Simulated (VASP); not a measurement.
A run of VASP 6.6.1:

The input INCAR:

```
SYSTEM = FeS2
ALGO = Normal
EDIFF = 1E-7
EDIFFG = -0.04
ENCUT = 600
GGA = PE
GGA_COMPAT = .False.
IBRION = 2
ISIF = 3
ISMEAR = 0
LASPH = .True.
LCHARG = .False.
LREAL = .False.
LWAVE = .False.
NELM = 120
NELMIN = 4
NSW = 60
PREC = Accurate
SIGMA = 0.1
```

File KPOINTS:

```
k-points
0
Gamma
  4 4 6
  0 0 0
```

File POSCAR:

```
FeS2
1.0
    4.4256248500      0.0000000000      0.0000000000
    0.0000000000      5.3965282400      0.0000000000
    0.0000000000      0.0000000000      3.3776981800
Fe S
2 4
Direct
    0.5000000000      0.5000000000      0.5000000000
    0.0000000000      0.0000000000      0.0000000000
    0.2995928200      0.8781846800      0.5000000000
    0.7004072100      0.1218153300      0.5000000000
    0.2004071900      0.3781846800      0.0000000000
    0.7995927900      0.6218153200      0.0000000000
```

Potentials or basis: VASP PAW PBE potentials, release 64 (Fe, S).

The run is started by

```sh
$ cat potpaw_PBE.64/Fe/POTCAR potpaw_PBE.64/S/POTCAR > POTCAR
$ mpirun -np 1 vasp_std > vasp.out
```

Hardware: 1 thread of Intel(R) Xeon(R) Platinum 8259CL CPU @ 2.50GHz (Skylake/Cascade Lake) (shared host).

Q: Estimate the wall time of this run.

A: It took 3.3 min on 1 thread of Intel(R) Xeon(R) Platinum 8259CL CPU @ 2.50GHz (Skylake/Cascade Lake), on a shared host, peak memory 0.26 GiB. Counts: scf iterations 42, k points 36, ion steps 4.
